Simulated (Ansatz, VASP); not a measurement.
## One calculation of Hf, two programs

File POSCAR:

```
Hf
1.0
   -1.8862250000      1.8050000000      1.8050000000
    1.8862250000     -1.8050000000      1.8050000000
    1.8862250000      1.8050000000     -1.8050000000
Hf
1
Direct
    0.0000000000      0.0000000000      0.0000000000
```

The input INCAR.step1:

```
PREC     = Accurate       # precision mode
ENCUT    = 520            # plane-wave cutoff, eV
ISMEAR   = 0              # smearing method
SIGMA    = 0.15           # smearing width, eV
LREAL    = F              # projectors in reciprocal space
LASPH    = T              # aspherical terms in the spheres
NELM     = 100            # most SCF steps
NBANDS   = 11             # bands
GGA      = PE             # functional
ALGO     = Normal         # electronic algorithm
EDIFF    = 1E-4           # SCF threshold, eV
LWAVE    = T              # write WAVECAR
LCHARG   = F              # write CHGCAR
```

Contents of INCAR.step2:

```
PREC     = Accurate       # precision mode
ENCUT    = 520            # plane-wave cutoff, eV
EDIFF    = 1E-6           # SCF threshold, eV
ISMEAR   = 0              # smearing method
SIGMA    = 0.15           # smearing width, eV
LREAL    = F              # projectors in reciprocal space
LASPH    = T              # aspherical terms in the spheres
NELM     = 100            # most SCF steps
ALGO     = Normal         # electronic algorithm
ISIF     = 2              # what is computed and relaxed
LWAVE    = F              # write WAVECAR
LCHARG   = F              # write CHGCAR
METAGGA  = R2SCAN         # meta-GGA
LMIXTAU  = T            
NBANDS   = 11             # bands
ISTART   = 1
```

The input KPOINTS:

```
Automatic mesh
0
Gamma
  18 18 18
```

Input for Ansatz:

```yaml
crystal:
  lattice:
    - [-1.886225, 1.805, 1.805]
    - [1.886225, -1.805, 1.805]
    - [1.886225, 1.805, -1.805]
  atoms:
    - { symbol: Hf, position: [0.0, 0.0, 0.0] }
basis:
  ecutwfc: 500
kpoints:
  mp_grid: { grid: [18, 18, 18] }
hamiltonian:
  xc: r2scan
scf:
  occupations: { method: gaussian, width: 0.15 }
output:
  forces: true
  stress: true
  eigenvalues: true
```

Change from the starting cell: strain +0.0450 x Voigt [1, 0, 0, 0, 0, 0], atoms carried along.

Alike in both runs: task single point; functional r2SCAN; k mesh 18 × 18 × 18; occupations gaussian, width 0.15 eV; no spin polarisation.

|  | VASP | Ansatz |
| --- | --- | --- |
| version | VASP 6.6.1 | Ansatz 0.2.0 |
| potentials or method | VASP PAW PBE potentials, release 64 (Hf_pv), cutoff 520 eV | scalar-relativistic, plane waves, PAW |
| valence electrons in the cell | 10 | 26 |

Ansatz gave:

* gap on the k mesh at the Fermi level (eV): none
* pressure (GPa): -8.7
* traceless stress, the component that is largest in VASP (GPa): 1.85

Question: Estimate VASP's values.

Answer: gap on the k mesh at the Fermi level (eV): none; pressure (GPa): -9.2; traceless stress, the component that is largest in VASP (GPa): 1.92.

VASP's potentials were made for PBE, not for r2SCAN. A gap of «none» marks a metal or a gap that the smearing closes. With one functional, cell and mesh, what is left measures potentials, basis and numerics. VASP's potentials hold 10 valence electrons a cell and Ansatz's 26, so a difference there can come from the potentials and not from the codes.

Spin-orbit coupling is off throughout.
